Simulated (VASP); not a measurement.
Wanted: the native input for a VASP 6.6.1 run.

```
Task                   : single point
Functional             : LDA
Potentials or basis    : VASP PAW LDA potentials, release 64 (W_sv, S)
Cutoff                 : 520 eV
k mesh                 : 10 × 10 × 2
Occupations            : fermi-dirac, width 0.05 eV
Spin                   : no spin polarisation
Dipole correction      : no
Further INCAR settings : ALGO = Normal; EDIFF = 1e-06; NBANDS = 20
```

The structure of WS2 lies in POSCAR:

```
WS2
1.0
    3.1835163552      0.0000000000      0.0000000000
   -1.5917581776      2.7570060369      0.0000000000
    0.0000000000      0.0000000000     16.9505778900
W S
1 2
Direct
    0.0000000000      0.0000000000      0.0000000000
    0.3333333333      0.6666666667      0.0920005100
    0.3333333333      0.6666666667      0.9079994900
```

These files were run (other wordings do the same):

INCAR

```
PREC = Accurate
ENCUT = 520
EDIFF = 1E-6
ISMEAR = -1
SIGMA = 0.05
LREAL = F
LASPH = T
NELM = 100
ALGO = Normal
ISIF = 2
LWAVE = F
LCHARG = F
NBANDS = 20
```

KPOINTS

```
Automatic mesh
0
Gamma
  10 10 2
```

Potentials or basis: VASP PAW LDA potentials, release 64 (W_sv, S).

Command:

```bash
$ cat potpaw_LDA.64/W_sv/POTCAR potpaw_LDA.64/S/POTCAR > POTCAR
$ mpirun -np 1 vasp_std > vasp.out
```

It gave:

| Property | Result |
| --- | --- |
| Largest force | 0.358 eV/Å |
| Band gap on the k mesh | 1.99 eV (least direct gap 2.15 eV) |

Caveat: spin-orbit coupling is left out, which moves the levels of the heavy elements.

Wall time 2.8 min on 1 thread of AMD EPYC 7R13, with other jobs on the host, peak memory 0.22 GiB.
